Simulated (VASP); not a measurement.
# Pt (Fm-3m) in VASP: further runs

The runs below take Pt through single point, relaxation of cell and atoms, with RPBE.

Everything below comes from runs of VASP 6.6.1. Logs are shortened: lines on timing, memory, paths and dates and some standing lists are left out, and cuts for length are marked.

### Step 1. The cell of the first run

It takes space group Fm-3m (No. 225, cubic). The conventional cell has a = 3.993 Å, b = 3.993 Å, c = 3.993 Å, α = 90.00°, β = 90.00°, γ = 90.00°. Pt (site symmetry m-3m) has 12 Pt at 2.82 Å within 3.7 Å.

### Step 2. Single point, RPBE

File INCAR:

```
ALGO = Normal ; EDIFF = 1E-6
ENCUT = 520 ; GGA = RP
ISIF = 2 ; ISMEAR = 0
LASPH = True ; LCHARG = True
LELF = True ; LREAL = False
LVHAR = True ; LWAVE = False
NBANDS = 11 ; NELM = 100
PREC = Accurate ; SIGMA = 0.1
```

File KPOINTS:

```
k-points
0
Gamma
  18 18 18
```

File POSCAR:

```
Pt
1.0
    0.0000000000      1.9964319111      1.9964319111
    1.9964319111      0.0000000000      1.9964319111
    1.9964319111      1.9964319111      0.0000000000
Pt
1
Direct
    0.0000000000      0.0000000000      0.0000000000
```

Potentials or basis: VASP PAW PBE potentials, release 64 (Pt).

The run is started by

```
cat potpaw_PBE.64/Pt/POTCAR > POTCAR
mpirun -np 1 vasp_std > vasp.out
```

OUTCAR:

```text
EDIFF = 1E-6
   ENCUT = 520
   GGA = RP
   ISIF = 2
   ISMEAR = 0
   LASPH = True
   LREAL = False
   NELM = 100
   PREC = Accurate

 ion  position               nearest neighbor table
   1  0.000  0.000  0.000-

  LATTYP: Found a face centered cubic cell.
 ALAT       =     3.9928638222

  Lattice vectors:

 A1 = (   0.0000000000,   1.9964319111,   1.9964319111)
 A2 = (   1.9964319111,   0.0000000000,   1.9964319111)
 A3 = (   1.9964319111,   1.9964319111,   0.0000000000)

Analysis of symmetry for initial positions (statically):
=====================================================================
 Subroutine PRICEL returns:
 Original cell was already a primitive cell.

 Routine SETGRP: Setting up the symmetry group for a
 face centered cubic supercell.

 Subroutine GETGRP returns: Found 48 space group operations
 (whereof 48 operations were pure point group operations)
 out of a pool of 48 trial point group operations.

The static configuration has the point symmetry O_h .

Analysis of symmetry for dynamics (positions and initial velocities):
=====================================================================
 Subroutine PRICEL returns:
 Original cell was already a primitive cell.

 Routine SETGRP: Setting up the symmetry group for a
 face centered cubic supercell.

 Subroutine GETGRP returns: Found 48 space group operations
 (whereof 48 operations were pure point group operations)
 out of a pool of 48 trial point group operations.

The dynamic configuration has the point symmetry O_h .

 Subroutine INISYM returns: Found 48 space group operations
 (whereof 48 operations are pure point group operations),
 and found     1 'primitive' translations

----------------------------------------------------------------------------------------

                                     Primitive cell

  volume of cell :      15.9145

  direct lattice vectors                    reciprocal lattice vectors
     0.000000000  1.996431911  1.996431911    -0.250446808  0.250446808  0.250446808
     1.996431911  0.000000000  1.996431911     0.250446808 -0.250446808  0.250446808
     1.996431911  1.996431911  0.000000000     0.250446808  0.250446808 -0.250446808

  length of vectors
     2.823381085  2.823381085  2.823381085     0.433786596  0.433786596  0.433786596

  position of ions in fractional coordinates (direct lattice)
     0.000000000  0.000000000  0.000000000

  ion indices of the primitive-cell ions
   primitive index   ion index
                 1           1

----------------------------------------------------------------------------------------

 KPOINTS: k-points

Automatic generation of k-mesh.
 Grid dimensions read from file:
 generate k-points for:   18   18   18

 Generating k-lattice:

  Cartesian coordinates                     Fractional coordinates (reciprocal lattice)
    -0.013913712  0.013913712  0.013913712     0.055555556  0.000000000  0.000000000
     0.013913712 -0.013913712  0.013913712     0.000000000  0.055555556  0.000000000
     0.013913712  0.013913712 -0.013913712     0.000000000  0.000000000  0.055555556

  Length of vectors
     0.024099255  0.024099255  0.024099255

  Shift w.r.t. Gamma in fractional coordinates (k-lattice)
     0.000000000  0.000000000  0.000000000

 Subroutine IBZKPT returns following result:
 ===========================================

 Found    195 irreducible k-points:

 Following reciprocal coordinates:
            Coordinates               Weight
  0.000000  0.000000  0.000000      1.000000
  0.055556  0.000000  0.000000      8.000000
  0.111111  0.000000  0.000000      8.000000
  0.166667  0.000000  0.000000      8.000000
  0.222222  0.000000  0.000000      8.000000
  0.277778  0.000000  0.000000      8.000000
[... 16 lines left out ...]
 -0.277778  0.055556  0.000000     24.000000
 -0.222222  0.055556  0.000000     24.000000
 [... further k-points ...]
   k-points           NKPTS =    195   k-points in BZ     NKDIM =    195   number of bands    NBANDS=     11
   number of dos      NEDOS =    301   number of ions     NIONS =      1
   total plane-waves  NPLWV =  13824
   dimension x,y,z NGX =    24 NGY =   24 NGZ =   24
   dimension x,y,z NGXF=    48 NGYF=   48 NGZF=   48
   ions per type =               1
   NGX,Y,Z   is equivalent  to a cutoff of  14.13, 14.13, 14.13 a.u.
   NGXF,Y,Z  is equivalent  to a cutoff of  28.26, 28.26, 28.26 a.u.
 SYSTEM =  unknown system
   PREC   = accura    normal or accurate (medium, high low for compatibility)
   ISTART =      0    job   : 0-new  1-cont  2-samecut
   ICHARG =      2    charge: 1-file 2-atom 10-const
   ISPIN  =      1    spin polarized calculation?
   LNONCOLLINEAR =      F non collinear calculations
   LSORBIT =      F    spin-orbit coupling
   LASPH  =      T    aspherical Exc in radial PAW
   ENCUT  =  520.0 eV  38.22 Ry    6.18 a.u.   5.25  5.25  5.25*2*pi/ulx,y,z
   NELM   =    100;   NELMIN=  2; NELMDL= -5     # of ELM steps
   EDIFF  = 0.1E-05   stopping-criterion for ELM
   LREAL  =      F    real-space projection
   EDIFFG = 0.1E-04   stopping-criterion for IOM
   NSW    =      0    number of steps for IOM
   IBRION =     -1    ionic relax: 0-MD 1-quasi-New 2-CG
   NFREE  =      0    steps in history (QN), initial steepest desc. (CG)
   ISIF   =      2    stress and relaxation
   ISYM   =      2    0-nonsym 1-usesym 2-fastsym
   POTIM  = 0.5000    time-step for ionic-motion
   TEBEG  =    0.0;   TEEND  =   0.0 temperature during run
   PSTRESS=    0.0 pullay stress
   NELECT =      10.0000    total number of electrons
   NUPDOWN=      -1.0000    fix difference up-down
   EMIN   =  10.00;   EMAX   =-10.00  energy-range for DOS
   EFERMI =   0.00;   METHOD = LEGACY
   ISMEAR =     0;   SIGMA  =   0.10  broadening in eV -4-tet -1-fermi 0-gaus
   EFERMI_NEDOS =   21; number of points for ismear=-14 and -15
   IALGO  =     38    algorithm
   IMIX   =      4    mixing-type and parameters
     AMIX     =   0.40;   BMIX     =  1.00
     AMIX_MAG =   1.60;   BMIX_MAG =  1.00
  volume/ion in A,a.u.               =      15.91       107.40
  Fermi-wavevector in a.u.,A,eV,Ry     =   1.402201  2.649776 26.751342  1.966168
  Thomas-Fermi vector in A             =   2.524986
   LORBIT       =      0    0 simple, 1 ext, 2 COOP (PROOUT), +10 PAW based schemes
   GGA     = RP    functional components
   LHFCALC =     F    Hartree Fock is set to
   AEXX    =    0.0000 exact exchange contribution
   IVDW    =     0    specifies the selected vdW correction
   LEPSILON=     F    determine dielectric tensor
   LRPA    =     F    only Hartree local field effects (RPA)
 non-spin polarized calculation
 Gauss-broadening in eV      SIGMA  =   0.10
  energy-cutoff  :      520.00
  volume of cell :       15.91
 maximum number of plane-waves:       444
 NGX is ok and might be reduce to    24
   NGX = 11   NGY = 11   NGZ = 11

 number of electron      10.0000001 magnetization

 Free energy of the ion-electron system (eV)
  ---------------------------------------------------
  ext. energy  EPLUGINS =         0.00000000
  ---------------------------------------------------
  free energy    TOTEN  =        -5.46013760 eV

  energy without entropy =       -5.44861810  energy(sigma->0) =       -5.45437785

 E-fermi :  10.3417     XC(G=0): -13.1091

 val. band max:       10.3412163449   @ k =  -0.3333   0.3889   0.1111
 cond. band min:      10.3475766993   @ k =   0.4444   0.1111   0.0000
 fundamental gap:      0.0063603544
 Fermi energy:        10.3416650962

 k-point     1 :       0.0000    0.0000    0.0000
  band No.  band energies     occupation
      1       0.7532      2.00000
      2       6.8798      2.00000
      3       6.8798      2.00000
      4       6.8798      2.00000
      5       8.8401      2.00000
      6       8.8401      2.00000
      7      25.0965      0.00000
      8      29.7841      0.00000
      9      29.7841      0.00000
     10      29.7841      0.00000
     11      34.9230      0.00000

 k-point     2 :       0.0556    0.0000    0.0000
  band No.  band energies     occupation
      1       0.8714      2.00000
      2       6.8292      2.00000
      3       6.9258      2.00000
      4       6.9258      2.00000
      5       8.8152      2.00000
      6       8.8152      2.00000
      7      25.2731      0.00000
      8      29.1184      0.00000
      9      29.9585      0.00000
     10      29.9585      0.00000
     11      35.6277      0.00000

 k-point     3 :       0.1111    0.0000    0.0000
  band No.  band energies     occupation
      1       1.2156      2.00000
      2       6.6993      2.00000
      3       7.0459      2.00000
      4       7.0459      2.00000
      5       8.7623      2.00000
      6       8.7623      2.00000
      7      25.7480      0.00000
      8      27.7190      0.00000
      9      30.4638      0.00000
     10      30.4638      0.00000
     11      36.1817      0.00000

 k-point     4 :       0.1667    0.0000    0.0000
  band No.  band energies     occupation
      1       1.7505      2.00000
      2       6.5539      2.00000
      3       7.1811      2.00000
      4       7.1811      2.00000
      5       8.7507      2.00000
      6       8.7507      2.00000
      7      26.0031      0.00000
      8      26.4309      0.00000
      9      31.2400      0.00000
     10      31.2400      0.00000
     11      34.6004      0.00000
[... 239 lines left out ...]
 k-point    22 :      -0.3333    0.0556    0.0000
  band No.  band energies     occupation
      1       3.5641      2.00000
      2       6.9716      2.00000
      3       7.0748      2.00000
      4       7.4940      2.00000
      5       9.4815      2.00000
      6      10.1630      1.98850
      7      19.6449      0.00000
      8      25.6517      0.00000
      9      29.4761      0.00000
     10      31.4090      0.00000
     11      34.6485      0.00000

 k-point    23 :      -0.2778    0.0556    0.0000
  band No.  band energies     occupation
      1       3.2618      2.00000
      2       6.7366      2.00000
      3       7.1428      2.00000
      4       7.2080      2.00000
      5       9.0320      2.00000
      6       9.6979      2.00000
      7      21.7336      0.00000
      8      26.2880      0.00000
      9      30.3189      0.00000
     10      33.0916      0.00000
     11      33.1555      0.00000

 k-point    24 :      -0.2222    0.0556    0.0000
  band No.  band energies     occupation
      1       2.7111      2.00000
      2       6.4356      2.00000
      3       7.2415      2.00000
      4       7.3028      2.00000
      5       8.6751      2.00000
      6       9.2934      2.00000
      7      23.7307      0.00000
      8      26.7571      0.00000
      9      30.8609      0.00000
     10      32.4115      0.00000
     11      33.5876      0.00000

 [... further k-points ...]
[... 5 lines left out ...]
  --------------------------------------------------------------------------------------
  -------------------------------------------------------------------------------------
  Total       -0.0493083     -0.0493083     -0.0493083      0.0000000     -0.0000000     -0.0000000
  in kB       -4.9640564     -4.9640564     -4.9640564      0.0000000     -0.0000000     -0.0000000
  external PRESSURE =      -4.9640564 kB  Pullay stress =       0.0000000 kB

 VOLUME and BASIS-vectors are now :
 -----------------------------------------------------------------------------
  energy-cutoff  :      520.00
  volume of cell :       15.91
      direct lattice vectors                 reciprocal lattice vectors
     0.000000000  1.996431911  1.996431911    -0.250446808  0.250446808  0.250446808
     1.996431911  0.000000000  1.996431911     0.250446808 -0.250446808  0.250446808
     1.996431911  1.996431911  0.000000000     0.250446808  0.250446808 -0.250446808

 POSITION                                       TOTAL-FORCE (eV/Angst)
 -----------------------------------------------------------------------------------
      0.00000      0.00000      0.00000         0.000000      0.000000     -0.000000
 -----------------------------------------------------------------------------------
    total drift:                               -0.000000      0.000000      0.000000

  FREE ENERGIE OF THE ION-ELECTRON SYSTEM (eV)
  ---------------------------------------------------
  free  energy   TOTEN  =        -5.4601376034 eV

  energy  without entropy=       -5.4486181000  energy(sigma->0) =       -5.45437785
```

Wall time 19 s (1 thread of Intel Xeon Platinum 8259CL at 2.50GHz (Skylake/Cascade Lake), shared host); peak memory 0.16 GiB.

What came out:

- Free energy: -5.4601 eV
- Pressure: -0.5 GPa
- Band gap on the k mesh: zero (band 5 reaches 10.78 eV, above the bottom of band 6 at 8.75 eV)

Caveat: the PAW data sets were made with another functional, which shifts forces and pressure a little; spin-orbit coupling is left out, which moves the levels of the heavy elements.

### Step 3. Relaxation of cell and atoms, RPBE

This run uses another cell than the first one, of 15.87 Å³/atom, 0.997 times its volume.

File INCAR:

```
PREC = Accurate ; ENCUT = 600
EDIFF = 1E-6 ; ISMEAR = 0
SIGMA = 0.1 ; LREAL = F
LASPH = T ; NELM = 100
ALGO = Normal ; ISIF = 3
LWAVE = F ; LCHARG = F
GGA = RP ; IBRION = 2
NSW = 100 ; EDIFFG = -0.005
```

File KPOINTS:

```
Automatic mesh
0
Gamma
  18 18 18
```

File POSCAR:

```
Pt
1.0
    0.0000000000      1.9946202024      1.9946202024
    1.9946202024      0.0000000000      1.9946202024
    1.9946202024      1.9946202024      0.0000000000
Pt
1
Direct
    0.0000000000      0.0000000000      0.0000000000
```

Potentials or basis: VASP PAW PBE potentials, release 64 (Pt).

The run is started by

```
cat potpaw_PBE.64/Pt/POTCAR > POTCAR
mpirun -np 1 vasp_std > vasp.out
```

Run time: 36 s. Hardware: 1 thread of Intel Xeon Platinum 8259CL at 2.50GHz (Skylake/Cascade Lake), shared host; peak memory 0.17 GiB.

Results (log left out):

| Quantity | Value |
| --- | --- |
| Free energy | -5.4606 eV |
| Relaxed volume | 15.88 Å³/atom |
| Relaxed cell | a = 2.822 Å, b = 2.822 Å, c = 2.822 Å, α = 60.00°, β = 60.00°, γ = 60.00° |
| Space group after relaxing (to 0.05 Å) | Fm-3m (No. 225) |
| Energy gained by relaxing | 0.0 meV/atom |
| Ionic steps | 3 |
| Pressure after relaxing | 0.0 GPa |
| Band gap on the k mesh | zero (band 5 reaches 10.82 eV, above the bottom of band 6 at 8.78 eV) |

Final structure:
```
Pt
1.0
     0.00000    1.99518    1.99518
     1.99518    0.00000    1.99518
     1.99518    1.99518    0.00000
Pt
1
Direct
  0.00000 0.00000 0.00000
```

Levels at points of the mesh, in eV from the Fermi level:
```tsv
k point	band 1	band 2	band 3	band 4	band 5	band 6	band 7	band 8	band 9
(0.00, 0.00, 0.00)	-9.61	-3.47	-3.47	-3.47	-1.51	-1.51	14.75	19.45	19.45
(0.50, 0.00, 0.00)	-6.78	-3.53	-3.53	-0.24	0.02	0.02	5.48	14.31	18.64
(0.50, 0.50, 0.00)	-6.51	-6.08	-0.01	0.44	0.44	1.91	8.37	11.26	11.26
```

Caveat: the PAW data sets were made with another functional, which shifts forces and pressure a little; spin-orbit coupling is left out, which moves the levels of the heavy elements.
